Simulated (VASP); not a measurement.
Al3H, 8 atoms in the cell. It takes space group P6_3/mmc (No. 194, hexagonal). The conventional cell has a = 5.164 Å, b = 5.164 Å, c = 4.140 Å, α = 90.00°, β = 90.00°, γ = 120.00°. Within 3.1 Å of Al (site symmetry mm2) lie 8 Al at 2.32 to 2.84 Å and 4 H at 2.59 to 2.64 Å. Within 3.4 Å of H (site symmetry -6m2) lie 12 Al at 2.59 to 2.64 Å. The cell was generated, and may not be a known phase.

- Program: VASP 6.6.1
- Task: relaxation of cell and atoms
- Functional: PBE
- Potentials or basis: VASP PAW PBE potentials, release 64 (Al, H)
- Cutoff: 600 eV
- k mesh: 6 × 6 × 4
- Occupations: gaussian, width 0.1 eV
- Spin: no spin polarisation
- Dipole correction: no
- Further INCAR settings: ALGO = Normal; EDIFF = 1e-06; IBRION = 2; EDIFFG = -0.04; NSW = 90; ISIF = 3

Potentials or basis: VASP PAW PBE potentials, release 64 (Al, H).

Run with:

```bash
$ cat potpaw_PBE.64/Al/POTCAR potpaw_PBE.64/H/POTCAR > POTCAR
$ mpirun -np 1 vasp_std > vasp.out
```

Hardware: 1 thread of Intel(R) Xeon(R) 6975P-C (Granite Rapids), with other jobs on the host.

Q: Estimate the wall time of this run.

A: Run time: 100 s on 1 thread of Intel(R) Xeon(R) 6975P-C (Granite Rapids), with other jobs on the host, peak memory 0.25 GiB. Counts: scf iterations 81, k points 21, ion steps 12.
